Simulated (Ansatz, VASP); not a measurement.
## Ge2Bi2S: VASP beside Ansatz

```
Ge Bi S
1.0
    -1.94595    1.94595    8.09681
     1.94595   -1.94595    8.09681
     1.94595    1.94595   -8.09681
Ge Bi S
2 2 1
Direct
  0.75000 0.25000 0.50000
  0.25000 0.75000 0.50000
  0.39986 0.39986 0.00000
  0.60014 0.60014 0.00000
  0.00000 0.00000 0.00000
```

Change from the starting cell: species swapped into the GdCo2B2 type (I4/mmm, No. 139).

Alike in both runs: functional PBE; k mesh 6 × 6 × 6; occupations gaussian, width 0.1 eV; no spin polarisation.

Ansatz relaxed the structure, and its values are those at the end. VASP's run is a single point on that final structure, the one shown.

|  | VASP | Ansatz |
| --- | --- | --- |
| version | VASP 6.6.1 | Ansatz 0.2.0 |
| potentials or method | VASP PAW PBE potentials, release 64 (Ge_d, Bi_d, S), cutoff 520 eV | scalar-relativistic, plane waves, PAW |
| valence electrons in the cell | 64 | 64 |

```csv
,VASP,Ansatz,Ansatz less VASP
gap on the k mesh at the Fermi level (eV),none,none,-
pressure (GPa),-0.1,-0.1,+0.07
rms of the force components (eV/Å),0.002,0.003,+0.0009
```

A gap of «none» marks a metal or a gap that the smearing closes.

The k mesh is coarse, so the values compare programs but aren't converged. Spin-orbit coupling is off throughout.
